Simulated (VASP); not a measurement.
Here is a VASP 6.6.1 calculation.

The input INCAR:

```
SYSTEM = Si
ALGO = Normal
EDIFF = 1E-7
ENCUT = 520
GGA = CA
ISIF = 2
ISMEAR = -1
LASPH = .True.
LCHARG = .True.
LELF = .True.
LREAL = .False.
LVHAR = .True.
LWAVE = .False.
NBANDS = 11
NELM = 100
PREC = Accurate
SIGMA = 0.05
```

The input KPOINTS:

```
k-points
0
Gamma
  16 16 16
  0 0 0
```

Contents of POSCAR:

```
Si
1.0
   -2.2584784602      2.3763688286      1.2792359115
    2.2584784602     -2.3763688286      1.2792359115
    2.2584784602      2.3763688286     -1.2792359115
Si
2
Direct
    0.8070000000      0.5570000000      0.2500000000
    0.1930000000      0.4430000000      0.7500000000
```

Potentials or basis: VASP PAW LDA potentials, release 64 (Si).

The run is started by

```console
$ cat potpaw_LDA.64/Si/POTCAR > POTCAR
$ mpirun -np 1 vasp_std > vasp.out
```

(1) Estimate the largest force.

(2) Predict the pressure.

(3) What does it give for the band gap on the k mesh?

## Answers

(1) 0.024 eV/Å.

(2) 9.4 GPa.

(3) zero (bands 4 and 5 overlap by 7.31 eV).

Caveat: the cell stands under pressure.
